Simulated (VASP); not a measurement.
# BaZrO3 (Pm-3m) in VASP: notebook

The runs below take BaZrO3 through single point, with PBEsol.

Everything below comes from runs of VASP 6.6.1. Logs are shortened: lines on timing, memory, paths and dates and some standing lists are left out, and cuts for length are marked.

## (1) The cell of the first run

The structure is cubic, space group Pm-3m (No. 221). The conventional cell has a = 4.156 Å, b = 4.156 Å, c = 4.156 Å, α = 90.00°, β = 90.00°, γ = 90.00°. Ba (site symmetry m-3m) has 12 O at 2.94 Å and 8 Zr at 3.60 Å within 3.9 Å. Zr (site symmetry m-3m) has 6 O at 2.08 Å within 2.8 Å. Within 2.8 Å of O (site symmetry 4/mmm) lie 2 Zr at 2.08 Å.

## (2) Single point, PBEsol

File INCAR:

```
SYSTEM = BaZrO3
ALGO     = Normal         ! electronic algorithm
EDIFF    = 1E-6           ! SCF threshold, eV
ENCUT    = 520            ! plane-wave cutoff, eV
GGA      = PS             ! functional
ISIF     = 2              ! what is computed and relaxed
ISMEAR   = 0              ! smearing method
LASPH    = .True.         ! aspherical terms in the spheres
LCHARG   = .False.        ! write CHGCAR
LREAL    = .False.        ! projectors in reciprocal space
LWAVE    = .False.        ! write WAVECAR
NBANDS   = 28             ! bands
NELM     = 80             ! most SCF steps
PREC     = Accurate       ! precision mode
SIGMA    = 0.01           ! smearing width, eV
```

File KPOINTS:

```
k-points
0
Gamma
  4 4 4
  0 0 0
```

File POSCAR:

```
BaZrO3
1.0
    4.1561169902      0.0000000000      0.0000000000
    0.0000000000      4.1561169902      0.0000000000
    0.0000000000      0.0000000000      4.1561169902
Ba Zr O
1 1 3
Direct
    0.0000000000      0.0000000000      0.0000000000
    0.5000000000      0.5000000000      0.5000000000
    0.0000000000      0.5000000000      0.5000000000
    0.5000000000      0.0000000000      0.5000000000
    0.5000000000      0.5000000000      0.0000000000
```

Potentials or basis: VASP PAW PBE potentials, release 64 (Ba_sv, Zr_sv, O).

Started as:

```console
$ cat potpaw_PBE.64/Ba_sv/POTCAR potpaw_PBE.64/Zr_sv/POTCAR potpaw_PBE.64/O/POTCAR > POTCAR
$ mpirun -np 1 vasp_std > vasp.out
```

OUTCAR:

```text
SYSTEM = BaZrO3
   EDIFF = 1E-6
   ENCUT = 520
   GGA = PS
   ISIF = 2
   ISMEAR = 0
   LASPH = .True.
   LREAL = .False.
   NELM = 80
   PREC = Accurate

 ion  position               nearest neighbor table
   1  0.000  0.000  0.000-   3 2.94   4 2.94   5 2.94   3 2.94   4 2.94   3 2.94   5 2.94   3 2.94
                             4 2.94   5 2.94   4 2.94   5 2.94   2 3.60   2 3.60   2 3.60   2 3.60
   2  0.500  0.500  0.500-   3 2.08   4 2.08   5 2.08   5 2.08   4 2.08   3 2.08   1 3.60   1 3.60
                             1 3.60   1 3.60   1 3.60   1 3.60   1 3.60   1 3.60
   3  0.000  0.500  0.500-   2 2.08   2 2.08   1 2.94   1 2.94   1 2.94   1 2.94
   4  0.500  0.000  0.500-   2 2.08   2 2.08   1 2.94   1 2.94   1 2.94   1 2.94
   5  0.500  0.500  0.000-   2 2.08   2 2.08   1 2.94   1 2.94   1 2.94   1 2.94

  LATTYP: Found a simple cubic cell.
 ALAT       =     4.1561169902

  Lattice vectors:

 A1 = (   4.1561169902,   0.0000000000,   0.0000000000)
 A2 = (   0.0000000000,   4.1561169902,   0.0000000000)
 A3 = (   0.0000000000,   0.0000000000,   4.1561169902)

Analysis of symmetry for initial positions (statically):
=====================================================================
 Subroutine PRICEL returns:
 Original cell was already a primitive cell.

 Routine SETGRP: Setting up the symmetry group for a
 simple cubic supercell.

 Subroutine GETGRP returns: Found 48 space group operations
 (whereof 48 operations were pure point group operations)
 out of a pool of 48 trial point group operations.

The static configuration has the point symmetry O_h .

Analysis of symmetry for dynamics (positions and initial velocities):
=====================================================================
 Subroutine PRICEL returns:
 Original cell was already a primitive cell.

 Routine SETGRP: Setting up the symmetry group for a
 simple cubic supercell.

 Subroutine GETGRP returns: Found 48 space group operations
 (whereof 48 operations were pure point group operations)
 out of a pool of 48 trial point group operations.

The dynamic configuration has the point symmetry O_h .

 Subroutine INISYM returns: Found 48 space group operations
 (whereof 48 operations are pure point group operations),
 and found     1 'primitive' translations

----------------------------------------------------------------------------------------

                                     Primitive cell

  volume of cell :      71.7899

  direct lattice vectors                    reciprocal lattice vectors
     4.156116990  0.000000000  0.000000000     0.240609204  0.000000000  0.000000000
     0.000000000  4.156116990  0.000000000     0.000000000  0.240609204  0.000000000
     0.000000000  0.000000000  4.156116990     0.000000000  0.000000000  0.240609204

  length of vectors
     4.156116990  4.156116990  4.156116990     0.240609204  0.240609204  0.240609204

  position of ions in fractional coordinates (direct lattice)
     0.000000000  0.000000000  0.000000000
     0.500000000  0.500000000  0.500000000
     0.000000000  0.500000000  0.500000000
     0.500000000  0.000000000  0.500000000
     0.500000000  0.500000000  0.000000000

  ion indices of the primitive-cell ions
   primitive index   ion index
                 1           1
                 2           2
                 3           3
                 4           4
                 5           5

----------------------------------------------------------------------------------------

 KPOINTS: k-points

Automatic generation of k-mesh.
 Grid dimensions read from file:
 generate k-points for:    4    4    4

 Generating k-lattice:

  Cartesian coordinates                     Fractional coordinates (reciprocal lattice)
     0.060152301  0.000000000  0.000000000     0.250000000  0.000000000  0.000000000
     0.000000000  0.060152301  0.000000000     0.000000000  0.250000000  0.000000000
     0.000000000  0.000000000  0.060152301     0.000000000  0.000000000  0.250000000

  Length of vectors
     0.060152301  0.060152301  0.060152301

  Shift w.r.t. Gamma in fractional coordinates (k-lattice)
     0.000000000  0.000000000  0.000000000

 Subroutine IBZKPT returns following result:
 ===========================================

 Found     10 irreducible k-points:

 Following reciprocal coordinates:
            Coordinates               Weight
  0.000000  0.000000  0.000000      1.000000
  0.250000  0.000000  0.000000      6.000000
  0.500000  0.000000  0.000000      3.000000
  0.250000  0.250000  0.000000     12.000000
  0.500000  0.250000  0.000000     12.000000
  0.500000  0.500000  0.000000      3.000000
  0.250000  0.250000  0.250000      8.000000
  0.500000  0.250000  0.250000     12.000000
  0.500000  0.500000  0.250000      6.000000
  0.500000  0.500000  0.500000      1.000000
   k-points           NKPTS =     10   k-points in BZ     NKDIM =     10   number of bands    NBANDS=     28
   number of dos      NEDOS =    301   number of ions     NIONS =      5
   total plane-waves  NPLWV =  32768
   dimension x,y,z NGX =    32 NGY =   32 NGZ =   32
   dimension x,y,z NGXF=    64 NGYF=   64 NGZF=   64
   ions per type =               1   1   3
   NGX,Y,Z   is equivalent  to a cutoff of  12.80, 12.80, 12.80 a.u.
   NGXF,Y,Z  is equivalent  to a cutoff of  25.60, 25.60, 25.60 a.u.
 SYSTEM =  BaZrO3
   PREC   = accura    normal or accurate (medium, high low for compatibility)
   ISTART =      0    job   : 0-new  1-cont  2-samecut
   ICHARG =      2    charge: 1-file 2-atom 10-const
   ISPIN  =      1    spin polarized calculation?
   LNONCOLLINEAR =      F non collinear calculations
   LSORBIT =      F    spin-orbit coupling
   LASPH  =      T    aspherical Exc in radial PAW
   ENCUT  =  520.0 eV  38.22 Ry    6.18 a.u.   7.73  7.73  7.73*2*pi/ulx,y,z
   NELM   =     80;   NELMIN=  2; NELMDL= -5     # of ELM steps
   EDIFF  = 0.1E-05   stopping-criterion for ELM
   LREAL  =      F    real-space projection
   EDIFFG = 0.1E-04   stopping-criterion for IOM
   NSW    =      0    number of steps for IOM
   IBRION =     -1    ionic relax: 0-MD 1-quasi-New 2-CG
   NFREE  =      0    steps in history (QN), initial steepest desc. (CG)
   ISIF   =      2    stress and relaxation
   ISYM   =      2    0-nonsym 1-usesym 2-fastsym
   POTIM  = 0.5000    time-step for ionic-motion
   TEBEG  =    0.0;   TEEND  =   0.0 temperature during run
   PSTRESS=    0.0 pullay stress
   NELECT =      40.0000    total number of electrons
   NUPDOWN=      -1.0000    fix difference up-down
   EMIN   =  10.00;   EMAX   =-10.00  energy-range for DOS
   EFERMI =   0.00;   METHOD = LEGACY
   ISMEAR =     0;   SIGMA  =   0.01  broadening in eV -4-tet -1-fermi 0-gaus
   EFERMI_NEDOS =   21; number of points for ismear=-14 and -15
   IALGO  =     38    algorithm
   IMIX   =      4    mixing-type and parameters
     AMIX     =   0.40;   BMIX     =  1.00
     AMIX_MAG =   1.60;   BMIX_MAG =  1.00
  volume/ion in A,a.u.               =      14.36        96.89
  Fermi-wavevector in a.u.,A,eV,Ry     =   1.347122  2.545692 24.691021  1.814739
  Thomas-Fermi vector in A             =   2.474899
   LORBIT       =      0    0 simple, 1 ext, 2 COOP (PROOUT), +10 PAW based schemes
   GGA     = PS    functional components
   LHFCALC =     F    Hartree Fock is set to
   AEXX    =    0.0000 exact exchange contribution
   IVDW    =     0    specifies the selected vdW correction
   LEPSILON=     F    determine dielectric tensor
   LRPA    =     F    only Hartree local field effects (RPA)
 non-spin polarized calculation
 Gauss-broadening in eV      SIGMA  =   0.01
  energy-cutoff  :      520.00
  volume of cell :       71.79
 maximum number of plane-waves:      1956
 NGX is ok and might be reduce to    32
   NGX = 15   NGY = 15   NGZ = 15

 number of electron      40.0000013 magnetization

 Free energy of the ion-electron system (eV)
  ---------------------------------------------------
  ext. energy  EPLUGINS =         0.00000000
  ---------------------------------------------------
  free energy    TOTEN  =       -43.58722627 eV

  energy without entropy =      -43.58722627  energy(sigma->0) =      -43.58722627

 E-fermi :   3.8923     XC(G=0): -11.1505

 val. band max:        3.8207588403   @ k =   0.5000   0.5000   0.5000
 cond. band min:       6.9716584044   @ k =   0.0000   0.0000   0.0000
 fundamental gap:      3.1508995641
 Fermi energy:         3.8922951198

 k-point     1 :       0.0000    0.0000    0.0000
  band No.  band energies     occupation
      1     -42.9082      2.00000
      2     -21.3484      2.00000
      3     -21.1545      2.00000
      4     -21.1545      2.00000
      5     -21.1545      2.00000
      6     -12.5114      2.00000
[... 20 lines left out ...]
     27      11.5508      0.00000
     28      11.5508      0.00000

 k-point     2 :       0.2500    0.0000    0.0000
  band No.  band energies     occupation
      1     -42.9062      2.00000
      2     -21.4944      2.00000
      3     -21.1504      2.00000
      4     -21.1504      2.00000
      5     -21.1168      2.00000
      6     -12.5868      2.00000
[... 20 lines left out ...]
     27      11.5528      0.00000
     28      11.8141      0.00000

 k-point     3 :       0.5000    0.0000    0.0000
  band No.  band energies     occupation
      1     -42.9042      2.00000
      2     -21.6281      2.00000
      3     -21.1462      2.00000
      4     -21.1462      2.00000
      5     -21.0828      2.00000
      6     -12.7230      2.00000
[... 20 lines left out ...]
     27      11.5400      0.00000
     28      12.4760      0.00000

 k-point     4 :       0.2500    0.2500    0.0000
  band No.  band energies     occupation
      1     -42.9042      2.00000
      2     -21.4801      2.00000
      3     -21.2979      2.00000
      4     -21.1464      2.00000
      5     -21.1004      2.00000
      6     -12.4689      2.00000
[... 20 lines left out ...]
     27      11.9504      0.00000
     28      12.4266      0.00000

 k-point     5 :       0.5000    0.2500    0.0000
  band No.  band energies     occupation
      1     -42.9023      2.00000
      2     -21.5509      2.00000
      3     -21.2945      2.00000
      4     -21.1424      2.00000
      5     -21.1407      2.00000
      6     -12.4814      2.00000
[... 20 lines left out ...]
     27      12.1392      0.00000
     28      12.6103      0.00000

 k-point     6 :       0.5000    0.5000    0.0000
  band No.  band energies     occupation
      1     -42.9003      2.00000
      2     -21.4335      2.00000
      3     -21.4335      2.00000
      4     -21.2388      2.00000
      5     -21.1387      2.00000
      6     -12.3683      2.00000
[... 20 lines left out ...]
     27      13.2223      0.00000
     28      13.2227      0.00000

 k-point     7 :       0.2500    0.2500    0.2500
  band No.  band energies     occupation
      1     -42.9023      2.00000
      2     -21.4434      2.00000
      3     -21.2929      2.00000
      4     -21.2929      2.00000
      5     -21.1117      2.00000
      6     -12.0460      2.00000
[... 20 lines left out ...]
     27      12.3393      0.00000
     28      12.3393      0.00000

 k-point     8 :       0.5000    0.2500    0.2500
  band No.  band energies     occupation
      1     -42.9003      2.00000
      2     -21.4974      2.00000
      3     -21.2914      2.00000
      4     -21.2879      2.00000
      5     -21.1713      2.00000
      6     -12.0020      2.00000
[... 20 lines left out ...]
     27      11.5525      0.00000
     28      12.7454      0.00000

 k-point     9 :       0.5000    0.5000    0.2500
  band No.  band energies     occupation
      1     -42.8983      2.00000
      2     -21.4277      2.00000
      3     -21.4277      2.00000
      4     -21.2848      2.00000
      5     -21.2180      2.00000
      6     -11.8058      2.00000
[... 20 lines left out ...]
     27      12.0729      0.00000
     28      13.4157      0.00000

 k-point    10 :       0.5000    0.5000    0.5000
  band No.  band energies     occupation
      1     -42.8964      2.00000
      2     -21.4217      2.00000
      3     -21.4217      2.00000
      4     -21.4217      2.00000
      5     -21.1969      2.00000
      6     -11.1884      2.00000
[... 20 lines left out ...]
     27      13.1502      0.00000
     28      13.1502      0.00000

------------------------ aborting loop because EDIFF is reached ----------------------------------------

  FORCE on cell =-STRESS in cart. coord.  units (eV):
  Direction    XX          YY          ZZ          XY          YZ          ZX
  --------------------------------------------------------------------------------------
  -------------------------------------------------------------------------------------
  Total        1.9178249      1.9178249      1.9178249     -0.0000000     -0.0000000      0.0000000
  in kB       42.8012301     42.8012301     42.8012301     -0.0000000     -0.0000000      0.0000000
  external PRESSURE =      42.8012301 kB  Pullay stress =       0.0000000 kB

 VOLUME and BASIS-vectors are now :
 -----------------------------------------------------------------------------
  energy-cutoff  :      520.00
  volume of cell :       71.79
      direct lattice vectors                 reciprocal lattice vectors
     4.156116990  0.000000000  0.000000000     0.240609204  0.000000000  0.000000000
     0.000000000  4.156116990  0.000000000     0.000000000  0.240609204  0.000000000
     0.000000000  0.000000000  4.156116990     0.000000000  0.000000000  0.240609204

 POSITION                                       TOTAL-FORCE (eV/Angst)
 -----------------------------------------------------------------------------------
      0.00000      0.00000      0.00000         0.000000      0.000000      0.000000
      2.07806      2.07806      2.07806         0.000000      0.000000      0.000000
      0.00000      2.07806      2.07806         0.000000      0.000000      0.000000
      2.07806      0.00000      2.07806         0.000000      0.000000      0.000000
      2.07806      2.07806      0.00000         0.000000      0.000000      0.000000
 -----------------------------------------------------------------------------------
    total drift:                                0.000000     -0.000000     -0.000000

  FREE ENERGIE OF THE ION-ELECTRON SYSTEM (eV)
  ---------------------------------------------------
  free  energy   TOTEN  =       -43.5872262652 eV

  energy  without entropy=      -43.5872262652  energy(sigma->0) =      -43.58722627
```

It took 29 s on 1 thread of AMD EPYC 7R43 (Zen 3), shared host; peak memory 0.15 GiB.

Results:

* Free energy: -43.5872 eV
* Pressure: 4.3 GPa
* Band gap on the k mesh: 3.15 eV, indirect (least direct gap 3.34 eV)

Caveat: the PAW data sets were made with another functional, which shifts forces and pressure a little; spin-orbit coupling is left out, which moves the levels of the heavy elements.

## (3) Single point, PBEsol

This run uses another cell than the first one, of 14.73 Å³/atom, 1.026 times its volume.

File INCAR:

```
SYSTEM = BaZrO3
  ALGO = Normal
  EDIFF = 1E-7
  ENCUT = 520
  GGA = PS
  ISIF = 2
  ISMEAR = 0
  LASPH = .True.
  LCHARG = .False.
  LREAL = .False.
  LWAVE = .False.
  NBANDS = 28
  NELM = 80
  PREC = Accurate
  SIGMA = 0.01
```

KPOINTS is that of step 2.

POSCAR: that of step 2 with these lines changed.

```diff
@@ -2,5 +2,5 @@
 1.0
-    4.1561169902      0.0000000000      0.0000000000
-    0.0000000000      4.1561169902      0.0000000000
-    0.0000000000      0.0000000000      4.1561169902
+    4.1913400000      0.0000000000      0.0000000000
+    0.0000000000      4.1913400000      0.0000000000
+    0.0000000000      0.0000000000      4.1913400000
 Ba Zr O
```

Potentials or basis: VASP PAW PBE potentials, release 64 (Ba_sv, Zr_sv, O).

Started as:

```console
$ cat potpaw_PBE.64/Ba_sv/POTCAR potpaw_PBE.64/Zr_sv/POTCAR potpaw_PBE.64/O/POTCAR > POTCAR
$ mpirun -np 1 vasp_std > vasp.out
```

It took 42 s on 1 thread of AMD EPYC 7R43 (Zen 3), shared host; peak memory 0.14 GiB.

Results (log left out):

```yaml
Free_energy: -43.6127 eV
Pressure: -0.1 GPa
Band_gap_on_the_k_mesh: 3.10 eV, indirect (least direct gap 3.32 eV)
```

Levels at points of the mesh, in eV from the valence-band top:
```tsv
k point	band 17	band 18	band 19	band 20	band 21	band 22	band 23	band 24
(0.00, 0.00, 0.00)	-1.00	-0.22	-0.22	-0.22	3.10	3.10	3.10	4.54
(0.50, 0.00, 0.00)	-1.76	-1.72	-0.45	-0.45	3.55	5.68	5.68	6.36
(0.50, 0.50, 0.00)	-0.94	-0.94	-0.79	-0.08	5.65	5.65	6.42	6.45
(0.50, 0.50, 0.50)	-2.56	0.00	0.00	0.00	5.90	5.90	5.90	6.99
```

Caveat: the PAW data sets were made with another functional, which shifts forces and pressure a little; spin-orbit coupling is left out, which moves the levels of the heavy elements. A k mesh can miss the band edges.

(Continued in part 2 of 2.)
